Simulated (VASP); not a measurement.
# HF in VASP: notebook, part 2 of 2

VASP 6.6.1.

## Step 3: Single point, PBE+D3(BJ)

Contents of INCAR:

```
SYSTEM = HF
ALGO = Normal
EDIFF = 1E-6
ENCUT = 1010
GGA = PE
GGA_COMPAT = .False.
ISIF = 2
ISMEAR = -1
IVDW = 12
LASPH = .True.
LCHARG = .False.
LREAL = Auto
LWAVE = .False.
NBANDS = 56
NELM = 120
PREC = Accurate
SIGMA = 0.02
```

Contents of KPOINTS:

```
k-points
0
Gamma
  1 1 1
  0 0 0
```

Contents of POSCAR:

```
HF
1.0
    6.4792240000      0.0000000000      0.0000000000
    0.0000000000      6.4792240000      0.0000000000
    0.0000000000      0.0000000000      6.4792240000
F H
10 10
Direct
    0.2883987342      0.5888359470      0.7618504932
    0.6185462951      0.4354225136      0.6999449317
    0.8575718327      0.6814087613     -0.0656405767
    0.4824806180      0.2146399013      0.4293261045
    0.4446674478      0.2623616655      1.0526877910
    0.4975287164      0.8391128320      1.0170816752
    0.0564573782      0.2111055275      0.8906313472
    0.7036953808      0.9327660226      0.5471025543
    0.8803060366      0.0239534858      0.2042682889
    1.0503418311      0.9905198524      0.5945310735
    0.4021777917      0.5165587731      0.7288218466
    0.7228026072      0.5128391919      0.7818220207
    0.7480371106      0.7563714420     -0.0014353571
    0.5061408588      0.2304133952      0.2921183154
    0.2979832153      0.2373586713      1.0436743659
    0.4188310205      0.7493026943      0.9291699129
    0.0319482703      0.1201224097      0.7633012842
    0.6301680572      1.0533977526      0.4949821151
    0.9499440056      0.0894242891      0.0917085132
    0.9121617033      0.9375505462      0.5454974238
```

Potentials or basis: VASP PAW PBE potentials, release 64 (F_h, H_h).

The run is started by

```sh
cat potpaw_PBE.64/F_h/POTCAR potpaw_PBE.64/H_h/POTCAR > POTCAR
mpirun -np 1 vasp_gam > vasp.out
```

OUTCAR:

```text
SYSTEM = HF
   EDIFF = 1E-6
   ENCUT = 1010
   GGA = PE
   ISIF = 2
   ISMEAR = -1
   IVDW = 12
   LASPH = .True.
   LREAL = Auto
   NELM = 120
   PREC = Accurate
 IVDW          = 12

 ion  position               nearest neighbor table
   1  0.288  0.589  0.762-  11 0.90
   2  0.619  0.435  0.700-  12 0.99
   3  0.858  0.681  0.934-  13 0.96
   4  0.482  0.215  0.429-  14 0.91
   5  0.445  0.262  0.053-  15 0.97
[... 283 lines left out ...]
  -------------------------------------------------------------------------------------
  Total       2.57989     1.09153     3.11045    -2.54322    -0.92717    -2.08989
  in kB      15.19646     6.42948    18.32166   -14.98045    -5.46139   -12.31021
  external pressure =       13.32 kB  Pullay stress =        0.00 kB

 VOLUME and BASIS-vectors are now :
 -----------------------------------------------------------------------------
  energy-cutoff  :     1010.00
  volume of cell :      272.00
      direct lattice vectors                 reciprocal lattice vectors
     6.479224000  0.000000000  0.000000000     0.154339470  0.000000000  0.000000000
     0.000000000  6.479224000  0.000000000     0.000000000  0.154339470  0.000000000
     0.000000000  0.000000000  6.479224000     0.000000000  0.000000000  0.154339470

 POSITION                                       TOTAL-FORCE (eV/Angst)
 -----------------------------------------------------------------------------------
      1.86860      3.81520      4.93620        -2.953143      2.250594      1.158586
      4.00770      2.82120      4.53510         1.777943      0.698230      0.824967
      5.55640      4.41500      6.05392        -0.150633     -0.422236     -0.242216
      3.12610      1.39070      2.78170        -0.252907     -0.629670      2.655526
      2.88110      1.69990      0.34138        -0.861960     -0.001918      0.163950
      3.22360      5.43680      0.11068         0.023436     -0.326650     -0.104198
[... 12 lines left out ...]
      6.15490      0.57940      0.59420        -0.136865      0.022598     -0.015079
      5.91010      6.07460      3.53440         0.445533      0.687437      0.389344
 -----------------------------------------------------------------------------------
    total drift:                               -0.004756      0.002037      0.002745

  FREE ENERGIE OF THE ION-ELECTRON SYSTEM (eV)
  ---------------------------------------------------
  free  energy   TOTEN  =       -82.8009935670 eV

  energy  without entropy=      -82.8009935670  energy(sigma->0) =      -82.80099357
```

OSZICAR:

```text
N       E                     dE             d eps       ncg     rms          rms(c)
DAV:   1     0.132080427171E+04    0.13208E+04   -0.62375E+04   112   0.226E+03
DAV:   2     0.163912379797E+03   -0.11569E+04   -0.10607E+04   168   0.410E+02
DAV:   3    -0.799623252997E+02   -0.24387E+03   -0.24134E+03   144   0.203E+02
DAV:   4    -0.869776254377E+02   -0.70153E+01   -0.69795E+01   136   0.386E+01
DAV:   5    -0.871403810737E+02   -0.16276E+00   -0.16260E+00   136   0.591E+00    0.159E+01
DAV:   6    -0.823337785427E+02    0.48066E+01   -0.16035E+01   144   0.198E+01    0.667E+00
DAV:   7    -0.823125645314E+02    0.21214E-01   -0.62074E-01   152   0.380E+00    0.403E+00
DAV:   8    -0.823235099678E+02   -0.10945E-01   -0.12552E-01   136   0.300E+00    0.447E-01
DAV:   9    -0.823237235142E+02   -0.21355E-03   -0.16024E-02   136   0.716E-01    0.229E-01
DAV:  10    -0.823245147417E+02   -0.79123E-03   -0.33637E-03   136   0.342E-01    0.106E-01
DAV:  11    -0.823243802323E+02    0.13451E-03   -0.27418E-04   136   0.167E-01    0.502E-02
DAV:  12    -0.823242433534E+02    0.13688E-03   -0.42221E-04   152   0.157E-01    0.232E-02
DAV:  13    -0.823242232822E+02    0.20071E-04   -0.62151E-05   152   0.643E-02    0.105E-02
DAV:  14    -0.823242121157E+02    0.11167E-04   -0.32014E-05   128   0.335E-02    0.136E-02
DAV:  15    -0.823242090267E+02    0.30889E-05   -0.73255E-06   160   0.273E-02    0.456E-03
DAV:  16    -0.823242092429E+02   -0.21618E-06   -0.52275E-06   128   0.156E-02
   1 F= -.82800994E+02 E0= -.82800994E+02  d E =-.187530E-11
```

Wall time 59 s (1 thread of Intel Xeon 6975P-C (Granite Rapids), shared host); peak memory 0.64 GiB.

What came out:

```yaml
Free_energy: -82.8010 eV
Pressure: 1.3 GPa
Largest_force: 3.890 eV/Å
Dispersion_energy_per_atom: -0.024 eV
```

Forces on the atoms (eV/Å):
```
F   -2.953  2.251  1.159
F    1.778  0.698  0.825
F   -0.151 -0.422 -0.242
F   -0.253 -0.630  2.656
F   -0.862 -0.002  0.164
F    0.023 -0.327 -0.104
F   -0.282 -0.409  0.003
F   -0.657 -0.630  0.149
F    0.081  0.202 -0.372
F    0.202 -0.159  0.004
H    2.770 -1.827 -0.926
H   -0.773 -0.494 -0.548
H   -0.180  0.172  0.027
H    0.123  0.401 -2.964
H    0.753  0.145 -0.438
H   -0.259  0.090 -0.041
H    0.568  0.136  0.282
H   -0.237  0.094 -0.008
H   -0.137  0.023 -0.015
H    0.446  0.687  0.389
```

Stress tensor (GPa, compression positive):
```
 1.52 -1.50 -1.23
-1.50  0.64 -0.55
-1.23 -0.55  1.83
```

Levels at points of the mesh, in eV from the Fermi level:
| k point | band 36 | band 37 | band 38 | band 39 | band 40 | band 41 | band 42 | band 43 | band 44 | band 45 |
| --- | --- | --- | --- | --- | --- | --- | --- | --- | --- | --- |
| (0.00, 0.00, 0.00) | -1.00 | -0.90 | -0.78 | -0.63 | -0.54 | 6.64 | 9.65 | 10.27 | 10.46 | 10.54 |

Caveat: the k points lie up to 0.97 Å⁻¹ apart, too coarse for converged energies, forces and pressures.

## Step 4: Single point, PBE+D3(BJ)

Contents of INCAR:

```
SYSTEM = HF
  PREC = Accurate
  ENCUT = 1010
  EDIFF = 1E-6
  ISMEAR = -1
  SIGMA = 0.02
  LREAL = Auto
  LASPH = .TRUE.
  NELM = 120
  ALGO = Normal
  ISIF = 2
  LWAVE = .FALSE.
  LCHARG = .FALSE.
  GGA = PE
  IVDW = 12
  NBANDS = 56
  GGA_COMPAT = .FALSE.
```

Contents of KPOINTS:

```
Automatic mesh
0
G
  1 1 1
  0 0 0
```

Contents of POSCAR:

```
HF
1.0
    6.4792240000      0.0000000000      0.0000000000
    0.0000000000      6.4792240000      0.0000000000
    0.0000000000      0.0000000000      6.4792240000
F H
10 10
Direct
    0.3792275124      0.6835386460      0.7425580594
    0.7140978611      0.4245724488      0.6944658805
    0.8311334814      0.6650179096     -0.0405912807
    0.3928865556      0.0910448535      0.4591290562
    0.4079192200      0.3473872797      1.1547679167
    0.4652408992      0.7622209079      1.1748011799
    0.0897484020      0.1949616189      0.9325653813
    0.6686757550      0.8671100119      0.5484144398
    0.7579611386      0.1225609734      0.1406341253
    0.9792839389      1.0194122012      0.6456791739
    0.4912007981      0.6020319717      0.6849740031
    0.7622054740      0.4873886132      0.8109150108
    0.7303035055      0.6844338149      0.0773703765
    0.3743966870      0.1747122804      0.3346234055
    0.3092962984      0.2930597862      1.0502029255
    0.3759400817      0.7170303110      1.0633526484
    0.0532934191      0.1127604170      0.7987530606
    0.5642188015      0.9629085211      0.4853358982
    0.8940113816      0.1550648658      0.1009843154
    0.8392517376      0.9474128383      0.6181913143
```

The run is started by

```sh
cat potpaw_PBE.64/F_h/POTCAR potpaw_PBE.64/H_h/POTCAR > POTCAR
mpirun -np 1 vasp_gam > vasp.out
```

Run time: 56 s. Hardware: 1 thread of AMD EPYC 9R45 (Zen 5), shared host; peak memory 0.61 GiB.

Results (log left out):

```yaml
Free_energy: -82.7098 eV
Pressure: -0.7 GPa
Largest_force: 2.766 eV/Å
Dispersion_energy_per_atom: -0.024 eV
```

Forces on the atoms (eV/Å):
```
F    0.442 -0.804 -0.082
F   -1.232 -1.187 -2.173
F   -1.371  0.336  2.266
F   -0.397  0.463 -0.500
F   -1.489 -0.920 -0.981
F   -0.529 -0.400 -1.079
F    0.599  0.178  0.314
F    0.021 -0.087 -0.352
F   -0.199 -0.147  0.331
F    0.015 -0.476 -0.618
H   -0.659  0.462  0.476
H    0.975  1.126  1.857
H    1.214 -0.028 -1.813
H    0.595 -0.044  0.393
H    0.702  0.458  0.740
H    0.896  0.379  0.723
H   -0.270  0.235  0.527
H    0.134 -0.064  0.321
H    0.236  0.018 -0.376
H    0.317  0.502  0.026
```

Stress tensor (GPa, compression positive):
```
-1.33  0.52  0.42
 0.52  0.23  0.32
 0.42  0.32 -0.94
```

Levels at points of the mesh, in eV from the Fermi level:
| k point | band 38 | band 39 | band 40 | band 41 | band 42 | band 43 |
| --- | --- | --- | --- | --- | --- | --- |
| (0.00, 0.00, 0.00) | -0.85 | -0.65 | -0.59 | 6.05 | 8.89 | 9.40 |

Caveat: the k points lie up to 0.97 Å⁻¹ apart, too coarse for converged energies, forces and pressures; the atoms stand as in a frame of molecular dynamics.

## Step 5: The runs side by side

| cell | pressure (GPa) | largest force (eV/Å) |
| --- | --- | --- |
| as given, atomic positions A | -0.1 | 0.14 |
| as given, atomic positions B | 1.3 | 3.89 |
| as given, atomic positions C | -0.7 | 2.77 |

Alike in all rows: task single point; level PBE+D3(BJ); potentials or basis VASP PAW PBE potentials, release 64 (F_h, H_h); no spin polarisation; k mesh 1 × 1 × 1; cutoff (eV) 1010; smearing fermi-dirac 0.02 eV.

Caveats: all runs use coarse meshes; the atoms stand as in a frame of molecular dynamics (at least some runs).

Absolute energies hang on the potentials; compare differences alone.
